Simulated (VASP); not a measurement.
Bi: single point with LDA

Crystal: Bi.

```
Bi
1.0
     2.26750    1.30914    3.93800
    -2.26750    1.30914    3.93800
     0.00000   -2.61828    3.93800
Bi
2
Direct
  0.76600 0.76600 0.76600
  0.23400 0.23400 0.23400
```

```
Program                : VASP 6.6.1
Task                   : single point
Functional             : LDA
Potentials or basis    : VASP PAW LDA potentials, release 64 (Bi_d)
Cutoff                 : 520 eV
k mesh                 : 7 × 7 × 7
Occupations            : fermi-dirac, width 0.05 eV
Spin                   : no spin polarisation
Dipole correction      : no
Further INCAR settings : ALGO = Normal; EDIFF = 1e-06; NBANDS = 22
```

- Pressure: -1.5 GPa
- Largest force: 0.069 eV/Å
- Band gap on the k mesh: 0.27 eV, indirect (least direct gap 0.53 eV)

Forces in eV/Å, atoms in the order of the input:
```
Bi   0.000  0.000 -0.069
Bi   0.000  0.000  0.069
```

Stress tensor (GPa, compression positive):
```
-1.44  0.00  0.00
 0.00 -1.44  0.00
 0.00  0.00 -1.62
```

Levels at points of the mesh, in eV from the valence-band top:
| k point | band 13 | band 14 | band 15 | band 16 | band 17 | band 18 |
| --- | --- | --- | --- | --- | --- | --- |
| (0.00, 0.00, 0.00) | -1.23 | -0.97 | -0.97 | 2.75 | 3.21 | 3.21 |

Run time: 48 s on 1 thread of Intel(R) Xeon(R) Platinum 8488C (Sapphire Rapids), with other jobs on the host, peak memory 0.19 GiB.

Caveat: spin-orbit coupling is left out, which moves the levels of the heavy elements. A k mesh can miss the band edges.
